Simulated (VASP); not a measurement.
# BaF2 (I4/mmm) in VASP: G0W0 quasiparticle levels with PBE

Aim: the G0W0 quasiparticle levels of BaF2 with PBE.

Everything below comes from runs of VASP 6.6.1. Logs are shortened: lines on timing, memory, paths and dates and some standing lists are left out, and cuts for length are marked.

## 1. The cell of the first run

It takes space group I4/mmm (No. 139, tetragonal). Conventional cell: a = 4.380 Å, b = 4.380 Å, c = 6.256 Å, α = 90.00°, β = 90.00°, γ = 90.00°. Within 3.5 Å of Ba (site symmetry 4/mmm) lie 8 F at 2.69 Å. Within 3.5 Å of F (site symmetry -4m2) lie 4 Ba at 2.69 Å and 6 F at 3.10 to 3.13 Å.

## 2. G0W0 quasiparticle levels, PBE

File POSCAR:

```
BaF2
1.0
    0.0000000000      3.0971637718      3.1281354095
    3.0971637718      0.0000000000      3.1281354095
    3.0971637718      3.0971637718      0.0000000000
Ba F
1 2
Direct
    0.0000000000      0.0000000000      0.0000000000
    0.2500000000      0.2500000000      0.2500000000
    0.7500000000      0.7500000000      0.7500000000
```

File INCAR.step1:

```
SYSTEM = BaF2
PREC     = Accurate       ! precision mode
ENCUT    = 500            ! plane-wave cutoff, eV
EDIFF    = 1E-8           ! SCF threshold, eV
ISMEAR   = 0              ! smearing method
SIGMA    = 0.01           ! smearing width, eV
LREAL    = .False.        ! projectors in reciprocal space
LASPH    = .True.         ! aspherical terms in the spheres
NELM     = 100            ! most SCF steps
ALGO     = Normal         ! electronic algorithm
LWAVE    = .True.         ! write WAVECAR
LCHARG   = .False.        ! write CHGCAR
GGA      = PE             ! functional
```

File INCAR.step2:

```
SYSTEM = BaF2
PREC     = Accurate       ! precision mode
ENCUT    = 500            ! plane-wave cutoff, eV
EDIFF    = 1E-8           ! SCF threshold, eV
ISMEAR   = 0              ! smearing method
SIGMA    = 0.01           ! smearing width, eV
LREAL    = .False.        ! projectors in reciprocal space
LASPH    = .True.         ! aspherical terms in the spheres
NELM     = 1              ! most SCF steps
ALGO     = Exact          ! electronic algorithm
LWAVE    = .True.         ! write WAVECAR
LCHARG   = .False.        ! write CHGCAR
GGA      = PE             ! functional
NBANDS   = 262            ! bands
LOPTICS  = .True.         ! frequency-dependent dielectric function
ISTART   = 1
```

File INCAR.step3:

```
SYSTEM = BaF2
PREC     = Accurate       ! precision mode
ENCUT    = 500            ! plane-wave cutoff, eV
EDIFF    = 1E-8           ! SCF threshold, eV
ISMEAR   = 0              ! smearing method
SIGMA    = 0.01           ! smearing width, eV
LREAL    = .False.        ! projectors in reciprocal space
LASPH    = .True.         ! aspherical terms in the spheres
ALGO     = EVGW0          ! electronic algorithm
LWAVE    = .False.        ! write WAVECAR
LCHARG   = .False.        ! write CHGCAR
GGA      = PE             ! functional
NELMGW   = 1            
NBANDS   = 262            ! bands
ENCUTGW  = 150.0          ! cutoff of the response function
NOMEGA   = 96             ! frequency points
PRECFOCK = Fast         
ISTART   = 1            
NBANDSGW = 20           
OMEGAMAX = 20
```

File KPOINTS:

```
regular mesh
0
Gamma
  4 4 4
  0 0 0
```

Potentials or basis: VASP PAW PBE potentials, release 64 (Ba_sv_GW, F_GW).

On the command line:

```
> cat potpaw_PBE.64/Ba_sv_GW/POTCAR potpaw_PBE.64/F_GW/POTCAR > POTCAR
> cp INCAR.step1 INCAR
> mpirun -np 1 vasp_std > vasp.out
> cp INCAR.step2 INCAR
> mpirun -np 1 vasp_std > vasp.out
> cp INCAR.step3 INCAR
> mpirun -np 1 vasp_std > vasp.out
```

OUTCAR:

```text
SYSTEM = BaF2
   PREC = Accurate
   ENCUT = 500
   EDIFF = 1E-8
   ISMEAR = 0
   LREAL = .False.
   LASPH = .True.
   GGA = PE
   NELMGW = 1
   ENCUTGW = 150.0
   PRECFOCK = Fast
   ISTART = 1

 ion  position               nearest neighbor table
   1  0.000  0.000  0.000-
   2  0.250  0.250  0.250-
   3  0.750  0.750  0.750-

  LATTYP: Found a body centered tetragonal cell.
 ALAT       =     4.3800510110
 C/A-ratio  =     1.4283556980

  Lattice vectors:

 A1 = (  -3.0971637718,   0.0000000000,   3.1281354095)
 A2 = (   3.0971637718,   0.0000000000,   3.1281354095)
 A3 = (   0.0000000000,   3.0971637718,  -3.1281354095)

Analysis of symmetry for initial positions (statically):
=====================================================================
 Subroutine PRICEL returns:
 Original cell was already a primitive cell.

 Routine SETGRP: Setting up the symmetry group for a
 body centered tetragonal supercell.

 Subroutine GETGRP returns: Found 16 space group operations
 (whereof 16 operations were pure point group operations)
 out of a pool of 16 trial point group operations.

The static configuration has the point symmetry D_4h.

Analysis of symmetry for dynamics (positions and initial velocities):
=====================================================================
 Subroutine PRICEL returns:
 Original cell was already a primitive cell.

 Routine SETGRP: Setting up the symmetry group for a
 body centered tetragonal supercell.

 Subroutine GETGRP returns: Found 16 space group operations
 (whereof 16 operations were pure point group operations)
 out of a pool of 16 trial point group operations.

The dynamic configuration has the point symmetry D_4h.

 Subroutine INISYM returns: Found 16 space group operations
 (whereof 16 operations are pure point group operations),
 and found     1 'primitive' translations

----------------------------------------------------------------------------------------

                                     Primitive cell

  volume of cell :      60.0128

  direct lattice vectors                    reciprocal lattice vectors
     0.000000000  3.097163772  3.128135410    -0.161438024  0.161438024  0.159839628
     3.097163772  0.000000000  3.128135410     0.161438024 -0.161438024  0.159839628
     3.097163772  3.097163772  0.000000000     0.161438024  0.161438024 -0.159839628

  length of vectors
     4.402005744  4.402005744  4.380051011     0.278699081  0.278699081  0.278699081

  position of ions in fractional coordinates (direct lattice)
     0.000000000  0.000000000  0.000000000
     0.250000000  0.250000000  0.250000000
     0.750000000  0.750000000  0.750000000

  ion indices of the primitive-cell ions
   primitive index   ion index
                 1           1
                 2           2
                 3           3

----------------------------------------------------------------------------------------

 KPOINTS: regular mesh

Automatic generation of k-mesh.
 Grid dimensions read from file:
 generate k-points for:    4    4    4

 Generating k-lattice:

  Cartesian coordinates                     Fractional coordinates (reciprocal lattice)
    -0.040359506  0.040359506  0.039959907     0.250000000  0.000000000  0.000000000
     0.040359506 -0.040359506  0.039959907     0.000000000  0.250000000  0.000000000
     0.040359506  0.040359506 -0.039959907     0.000000000  0.000000000  0.250000000

  Length of vectors
     0.069674770  0.069674770  0.069674770

  Shift w.r.t. Gamma in fractional coordinates (k-lattice)
     0.000000000  0.000000000  0.000000000

 Subroutine IBZKPT returns following result:
 ===========================================

 Found     13 irreducible k-points:

 Following reciprocal coordinates:
            Coordinates               Weight
  0.000000  0.000000  0.000000      1.000000
  0.250000 -0.000000  0.000000      8.000000
  0.500000 -0.000000  0.000000      4.000000
  0.250000  0.250000  0.000000      2.000000
  0.500000  0.250000  0.000000      8.000000
 -0.250000  0.250000  0.000000      4.000000
  0.500000  0.500000  0.000000      1.000000
  0.250000  0.000000  0.250000      4.000000
  0.500000 -0.000000  0.250000     16.000000
 -0.250000  0.000000  0.250000      8.000000
 -0.250000  0.500000  0.250000      4.000000
  0.500000  0.000000  0.500000      2.000000
 -0.250000  0.250000  0.500000      2.000000
   k-points           NKPTS =     13   k-points in BZ     NKDIM =     64   number of bands    NBANDS=    262
   number of dos      NEDOS =    301   number of ions     NIONS =      3
   total plane-waves  NPLWV =  32768
   dimension x,y,z NGX =    32 NGY =   32 NGZ =   32
   dimension x,y,z NGXF=    64 NGYF=   64 NGZF=   64
   ions per type =               1   2
   NGX,Y,Z   is equivalent  to a cutoff of  12.09, 12.09, 12.15 a.u.
   NGXF,Y,Z  is equivalent  to a cutoff of  24.17, 24.17, 24.29 a.u.
 SYSTEM =  BaF2
   PREC   = accura    normal or accurate (medium, high low for compatibility)
   ISTART =      1    job   : 0-new  1-cont  2-samecut
   ICHARG =      0    charge: 1-file 2-atom 10-const
   ISPIN  =      1    spin polarized calculation?
   LNONCOLLINEAR =      F non collinear calculations
   LSORBIT =      F    spin-orbit coupling
   LASPH  =      T    aspherical Exc in radial PAW
   ENCUT  =  500.0 eV  36.75 Ry    6.06 a.u.   8.03  8.03  7.99*2*pi/ulx,y,z
   NELM   =     60;   NELMIN=  2; NELMDL=  0     # of ELM steps
   EDIFF  = 0.1E-07   stopping-criterion for ELM
   LREAL  =      F    real-space projection
   EDIFFG = 0.1E-06   stopping-criterion for IOM
   NSW    =      0    number of steps for IOM
   IBRION =     -1    ionic relax: 0-MD 1-quasi-New 2-CG
   NFREE  =      0    steps in history (QN), initial steepest desc. (CG)
   ISIF   =      0    stress and relaxation
   ISYM   =      3    0-nonsym 1-usesym 2-fastsym
   POTIM  = 0.5000    time-step for ionic-motion
   TEBEG  =    0.0;   TEEND  =   0.0 temperature during run
   PSTRESS=    0.0 pullay stress
   NELECT =      24.0000    total number of electrons
   NUPDOWN=      -1.0000    fix difference up-down
   EMIN   =  10.00;   EMAX   =-10.00  energy-range for DOS
   EFERMI =   0.00;   METHOD = LEGACY
   ISMEAR =     0;   SIGMA  =   0.01  broadening in eV -4-tet -1-fermi 0-gaus
   EFERMI_NEDOS =   21; number of points for ismear=-14 and -15
   IALGO  =     38    algorithm
   IMIX   =      4    mixing-type and parameters
     AMIX     =   0.40;   BMIX     =  1.00
     AMIX_MAG =   1.60;   BMIX_MAG =  1.00
  volume/ion in A,a.u.               =      20.00       135.00
  Fermi-wavevector in a.u.,A,eV,Ry     =   1.206139  2.279272 19.793358  1.454771
  Thomas-Fermi vector in A             =   2.341815
   LORBIT       =      0    0 simple, 1 ext, 2 COOP (PROOUT), +10 PAW based schemes
   GGA     = PE    functional components
   LHFCALC =     T    Hartree Fock is set to
   PRECFOCK=fast      Normal, Fast or Accurate (Low or Medium for compatibility)
   ENCUT4O =  -1.0   cutoff for four orbital integrals eV
   NKREDX  =     1    reduce k-point grid by
   NKREDY  =     1    reduce k-point grid by
   NKREDZ  =     1    reduce k-point grid by
   AEXX    =    1.0000 exact exchange contribution
   HFSCREEN=    0.0000 screening length (either q_TF or 0.3 A-1)
   HFSCREENC=   0.0000 screening length for correlation (either q_TF or 0.3 A-1)
   ENCUTFOCK=  -1.0 apply spherical cutoff to Coloumb kernel
   IVDW    =     0    specifies the selected vdW correction
   LEPSILON=     F    determine dielectric tensor
   LRPA    =     F    only Hartree local field effects (RPA)
   LRPAFORCE           =     F    calculate RPA forces
   ENCUTGW             = 150.0    cutoff for response function in eV
   ENCUTGWSOFT         = 120.0    soft cutoff for Coulomb kernel in GW response function in eV
   ENCUTLF             =  -1.0    cutoff for local field effects
   NELMGW              =     1    number of iterations in solving QP/BSE equation
   NELMHF              =     1    number of iterations in the inner HF iteration
   NKREDLFX            =     1    NKREDLFY  =   1   NKREDLFZ  =   1
 non-spin polarized calculation
 Gauss-broadening in eV      SIGMA  =   0.01
  energy-cutoff  :      500.00
  volume of cell :       60.01
 maximum number of plane-waves:      1544
  NGX = 18; NGY = 18; NGZ = 18
   NGX = 17   NGY = 17   NGZ = 15
 maximum number of plane-waves:       259
 NGX is ok and might be reduce to    18

 QP shifts <psi_nk| G(iteration)W_0 |psi_nk>: iteration 1
 for sc-GW calculations column KS-energies equals QP-energies in previous step
 and V_xc(KS)=  KS-energies - (<T + V_ion + V_H > + <T+V_H+V_ion>^1  + <V_x>^1)

 k-point   1 :       0.0000    0.0000    0.0000
  band No.  KS-energies  QP-energies   sigma(KS)   V_xc(KS)     V^pw_x(r,r')   Z            occupation Imag(sigma)

      1     -23.1006     -24.6901     -17.8325     -15.4457     -25.1940       0.6660       2.0000       0.9930
      2     -19.0116     -22.3340     -27.9595     -23.2232     -37.2754       0.7015       2.0000       0.5207
      3     -18.9598     -22.1009     -27.1399     -22.6345     -36.1820       0.6972       2.0000       0.5482
      4      -7.9464     -10.4299     -17.0926     -14.0688     -19.2879       0.8213       2.0000       0.0394
      5      -7.9464     -10.4299     -17.0926     -14.0688     -19.2879       0.8213       2.0000       0.0394
      6      -7.9464     -10.4299     -17.0926     -14.0688     -19.2879       0.8213       2.0000       0.0394
[... 12 lines left out ...]
     19      12.4374      16.8933      -7.7663     -13.0943      -2.7600       0.8363       0.0000      -0.0611
     20      12.4608      16.9670      -7.7656     -13.1651      -2.7383       0.8346       0.0000      -0.0623

 k-point   2 :       0.2500   -0.0000    0.0000
  band No.  KS-energies  QP-energies   sigma(KS)   V_xc(KS)     V^pw_x(r,r')   Z            occupation Imag(sigma)

      1     -22.9999     -24.5759     -17.7102     -15.3768     -24.9605       0.6754       2.0000       0.9809
      2     -19.1042     -22.3257     -27.4524     -22.8162     -36.6778       0.6949       2.0000       0.5388
      3     -19.0466     -22.2865     -27.6178     -22.9600     -36.8541       0.6956       2.0000       0.5337
      4      -8.0389     -10.5171     -17.1221     -14.0824     -19.4132       0.8153       2.0000       0.0490
      5      -8.0269     -10.5036     -17.0970     -14.0602     -19.3784       0.8155       2.0000       0.0488
      6      -8.0237     -10.5031     -17.0842     -14.0490     -19.3492       0.8169       2.0000       0.0476
[... 12 lines left out ...]
     19      11.9877      15.5255      -7.3544     -11.5483      -2.6977       0.8436       0.0000      -0.0561
     20      12.7536      17.9001      -7.7414     -13.9111      -2.3880       0.8341       0.0000      -0.0656

 k-point   3 :       0.5000   -0.0000    0.0000
  band No.  KS-energies  QP-energies   sigma(KS)   V_xc(KS)     V^pw_x(r,r')   Z            occupation Imag(sigma)

      1     -22.8912     -24.4430     -17.5508     -15.2861     -24.6724       0.6852       2.0000       0.9634
      2     -19.2480     -22.4636     -27.4834     -22.7877     -36.8154       0.6848       2.0000       0.5363
      3     -19.0858     -22.3159     -27.5883     -22.9253     -36.8413       0.6927       2.0000       0.5359
      4      -8.1187     -10.5976     -17.1341     -14.0816     -19.4970       0.8121       2.0000       0.0563
      5      -8.0983     -10.5755     -17.1027     -14.0548     -19.4473       0.8128       2.0000       0.0561
      6      -8.0983     -10.5755     -17.1027     -14.0548     -19.4473       0.8128       2.0000       0.0561
[... 12 lines left out ...]
     19      12.4633      17.4154      -7.9618     -13.8893      -2.7150       0.8355       0.0000      -0.0600
     20      12.4913      17.4788      -7.9756     -13.9455      -2.7172       0.8354       0.0000      -0.0602
[... 193 lines left out ...]
 k-point  12 :       0.5000    0.0000    0.5000
  band No.  KS-energies  QP-energies   sigma(KS)   V_xc(KS)     V^pw_x(r,r')   Z            occupation Imag(sigma)

      1     -22.8166     -24.3540     -17.4317     -15.2162     -24.4603       0.6939       2.0000       0.9505
      2     -19.3171     -22.5027     -27.3516     -22.6699     -36.6922       0.6804       2.0000       0.5401
      3     -19.1363     -22.4007     -27.7592     -23.0356     -37.0963       0.6911       2.0000       0.5311
      4      -8.3429     -10.8043     -16.9968     -13.9137     -19.5178       0.7984       2.0000       0.0844
      5      -8.3267     -10.7990     -17.0053     -13.9233     -19.5290       0.8022       2.0000       0.0855
      6      -7.8009     -10.2881     -17.3391     -14.3388     -19.4792       0.8290       2.0000       0.0268
[... 12 lines left out ...]
     19      12.2518      16.6195      -7.7378     -12.9506      -2.7682       0.8379       0.0000      -0.0578
     20      12.2722      16.6676      -7.7375     -12.9843      -2.7510       0.8377       0.0000      -0.0583

 k-point  13 :      -0.2500    0.2500    0.5000
  band No.  KS-energies  QP-energies   sigma(KS)   V_xc(KS)     V^pw_x(r,r')   Z            occupation Imag(sigma)

      1     -22.8165     -24.3539     -17.4312     -15.2164     -24.4604       0.6941       2.0000       0.9501
      2     -19.2287     -22.4564     -27.5486     -22.8461     -36.8865       0.6864       2.0000       0.5366
      3     -19.2287     -22.4564     -27.5486     -22.8461     -36.8865       0.6864       2.0000       0.5366
      4      -8.3416     -10.8083     -16.9846     -13.8996     -19.5235       0.7996       2.0000       0.0875
      5      -8.0716     -10.5477     -17.1845     -14.1398     -19.5233       0.8133       2.0000       0.0524
      6      -8.0716     -10.5477     -17.1845     -14.1398     -19.5233       0.8133       2.0000       0.0524
[... 12 lines left out ...]
     19      12.3397      16.9596      -7.8267     -13.3383      -2.7310       0.8382       0.0000      -0.0583
     20      12.8163      17.8538      -7.8602     -13.9096      -2.5309       0.8327       0.0000      -0.0666
```

It took 8.7 min on 1 thread of Intel Xeon 6975P-C (Granite Rapids), shared host; peak memory 0.95 GiB.

What came out:

```
Quasiparticle gap                                   : 9.47 eV
Least direct quasiparticle gap                      : 9.57 eV
Band gap of the starting levels on the mesh         : 6.79 eV
Least direct gap of the starting levels on the mesh : 6.87 eV
```

Caveat: the k points lie up to 0.44 Å⁻¹ apart; bands, screening cutoff and mesh are small and nothing is extrapolated, so the quasiparticle values aren't converged; spin-orbit coupling is left out, which moves the levels of the heavy elements.
